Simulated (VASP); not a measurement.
A run of VASP 6.6.1 is set up as follows.

Contents of INCAR:

```
SYSTEM = PrWCl2
PREC = Accurate
ENCUT = 500
EDIFF = 1E-6
ISMEAR = 0
SIGMA = 0.1
LREAL = .False.
LASPH = .True.
NELM = 200
ALGO = Normal
ISIF = 2
LWAVE = .False.
LCHARG = .False.
ISPIN = 2
MAGMOM = -0.09 2.01 0.01 0.01
LORBIT = 11
LMAXMIX = 6
GGA = PE
NBANDS = 32
GGA_COMPAT = .False.
```

File KPOINTS:

```
regular mesh
0
Gamma
  4 4 4
  0 0 0
```

POSCAR

```
PrWCl2
1.0
    4.4298228300      0.0000000000      0.0000000000
    0.0000000000      4.4298228300      0.0000000000
    0.0000000000      0.0000000000      5.8377763200
Pr W Cl
1 1 2
Direct
    0.0000000000      0.0000000000      0.5000000000
    0.0000000000      0.0000000000      0.0000000000
    0.5000000000      0.5000000000      0.0000000000
    0.5000000000      0.5000000000      0.5000000000
```

Potentials or basis: VASP PAW PBE potentials, release 64 (Pr_3, W_sv, Cl), 4f in core.

The run is started by

```console
$ cat potpaw_PBE.64/Pr_3/POTCAR potpaw_PBE.64/W_sv/POTCAR potpaw_PBE.64/Cl/POTCAR > POTCAR
$ mpirun -np 1 vasp_std > vasp.out
```

(1) What does it give for the site moments?

(2) Predict the net moment.

(3) Predict the pressure.

Results:

(1) Pr -0.10; W +1.89; Cl -0.01, +0.01 μB.

(2) 2.43 μB per cell.

(3) -5.0 GPa.

Caveat: the magnetic or orbital state may not be the lowest; the cell stands under tension.
